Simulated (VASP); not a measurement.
# TiNi: single point with r2SCAN

TiNi:

```xyz
2
Lattice="2.8543 0.0000 0.0000 0.0000 2.8543 0.0000 0.0000 0.0000 2.8543" Properties=species:S:1:pos:R:3 pbc="T T T"
Ti    1.4271    1.4271    1.4271
Ni    0.0000    0.0000    0.0000
```

This cell differs from its parent crystal: equal strain along all axes, cell held: -4.5 %.

```json
{
 "Program": "VASP 6.6.1",
 "Task": "single point",
 "Functional": "r2SCAN",
 "Potentials or basis": "VASP PAW PBE potentials, release 64 (Ti_sv, Ni)",
 "Cutoff": "520 eV",
 "k mesh": "18 × 18 × 18",
 "Occupations": "gaussian, width 0.1 eV",
 "Spin": "no spin polarisation",
 "Dipole correction": "no",
 "Further INCAR settings": "ALGO = Normal; EDIFF = 1e-06; NBANDS = 18"
}
```

```
Pressure               : 32.4 GPa
Band gap on the k mesh : zero (band 11 reaches 12.09 eV, above the bottom of band 12 at 9.95 eV)
```

Levels at points of the mesh, in eV from the Fermi level:
```tsv
k point	band 7	band 8	band 9	band 10	band 11	band 12	band 13	band 14	band 15	band 16
(0.00, 0.00, 0.00)	-4.95	-2.51	-2.51	-2.51	0.57	0.57	3.21	3.21	3.21	10.07
(0.50, 0.00, 0.00)	-3.54	-2.64	-2.64	-2.14	-0.97	-0.64	0.72	0.72	2.76	4.81
(0.50, 0.50, 0.00)	-3.48	-3.48	-1.60	-0.87	0.51	0.51	1.15	2.82	2.82	3.85
(0.50, 0.50, 0.50)	-3.48	-2.81	-2.81	-2.81	-1.57	-1.57	3.94	3.94	7.65	9.44
```

It took 3.9 min on 1 thread of Intel(R) Xeon(R) Platinum 8259CL CPU @ 2.50GHz (Skylake/Cascade Lake), with other jobs on the host, peak memory 0.22 GiB.

Caveat: the cell differs from its parent crystal (equal strain along all axes, cell held: -4.5 %); the PAW data sets were made with another functional, which shifts forces and pressure a little. Spin polarisation is off, so any magnetic state and its effect on volume and gap are missing.
